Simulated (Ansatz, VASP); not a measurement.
## LaY4F: VASP beside Ansatz

INCAR

```
  PREC = Accurate
  ENCUT = 520
  EDIFF = 1E-6
  ISMEAR = 0
  SIGMA = 0.1
  LREAL = F
  LASPH = T
  NELM = 100
  ALGO = Normal
  ISIF = 2
  LWAVE = F
  LCHARG = T
  GGA = PE
  LELF = T
  LVHAR = T
  NBANDS = 40
```

File KPOINTS:

```
regular mesh
0
Gamma
  4 4 4
```

The input POSCAR:

```
LaY4F
1.0
    5.3303078700      0.0000000000      0.0000000000
    0.0000000000      5.3303078700      0.0000000000
    0.0000000000      0.0000000000      4.7268566700
La Y F
1 4 1
Direct
    0.5000000000      0.5000000000      0.5000000000
    0.2554653300      0.2554653300      0.0000000000
    0.7445346700      0.7445346700      0.0000000000
    0.7445346700      0.2554653300      0.0000000000
    0.2554653300      0.7445346700      0.0000000000
    0.5000000000      0.5000000000      0.0000000000
```

Input for Ansatz:

```yaml
crystal:
  lattice:
    - [5.33030787, 0.0, 0.0]
    - [0.0, 5.33030787, 0.0]
    - [0.0, 0.0, 4.72685667]
  atoms:
    - { symbol: La, position: [0.5, 0.5, 0.5] }
    - { symbol: "Y", position: [0.25546533, 0.25546533, 0.0] }
    - { symbol: "Y", position: [0.74453467, 0.74453467, 0.0] }
    - { symbol: "Y", position: [0.74453467, 0.25546533, 0.0] }
    - { symbol: "Y", position: [0.25546533, 0.74453467, 0.0] }
    - { symbol: F, position: [0.5, 0.5, 0.0] }
basis:
  ecutwfc: 420
kpoints:
  mp_grid: { grid: [4, 4, 4] }
hamiltonian:
  xc: pbe
scf:
  occupations: { method: gaussian, width: 0.1 }
  lower_state_search: "off"
output:
  forces: true
  stress: true
  eigenvalues: true
```

Alike in both runs: task single point; functional PBE; k mesh 4 × 4 × 4; occupations gaussian, width 0.1 eV; no spin polarisation.

|  | VASP | Ansatz |
| --- | --- | --- |
| version | VASP 6.6.1 | Ansatz 0.2.0 |
| potentials or method | VASP PAW PBE potentials, release 64 (La, Y_sv, F), cutoff 520 eV | scalar-relativistic, plane waves, PAW |
| valence electrons in the cell | 62 | 62 |

Ansatz gave:

```
gap on the k mesh at the Fermi level (eV) : none
rms of the force components (eV/Å)        : 5.330
```

**Question.** What did VASP give for the same quantities?

**Answer.** gap on the k mesh at the Fermi level (eV): none; rms of the force components (eV/Å): 5.340.

Atom by atom the forces differ by 0.011 eV/Å (rms over components). A gap of «none» marks a metal or a gap that the smearing closes. The functional is the same, so the differences come from potentials, cutoffs and numerics.

Neither program's run includes spin-orbit coupling.
